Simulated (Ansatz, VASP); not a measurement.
**Ru: VASP beside Ansatz**

```xyz
3
Lattice="3.5214 0.0000 0.0000 -1.7607 3.0497 0.0000 0.0000 0.0000 4.3168" Properties=species:S:1:pos:R:3 pbc="T T T"
Ru    1.1738    0.0000    1.4389
Ru   -0.5869    1.0165    2.8778
Ru    1.1738    2.0331    0.0000
```

Alike in both runs: functional r2SCAN; k mesh 15 × 15 × 10; occupations gaussian, width 0.1 eV; no spin polarisation.

Ansatz relaxed the structure, and its values are those at the end. VASP's run is a single point on that final structure, the one shown.

|  | VASP | Ansatz |
| --- | --- | --- |
| version | VASP 6.6.1 | Ansatz 0.2.0 |
| potentials or method | VASP PAW PBE potentials, release 64 (Ru_sv), cutoff 660 eV | scalar-relativistic, plane waves, PAW |
| valence electrons in the cell | 48 | 48 |

|  | VASP | Ansatz | Ansatz less VASP |
| --- | --- | --- | --- |
| gap on the k mesh at the Fermi level (eV) | none | none | - |
| pressure (GPa) | 0.1 | 0.0 | -0.15 |

VASP's potentials were made for PBE, not for r2SCAN. A gap of «none» marks a metal or a gap that the smearing closes.
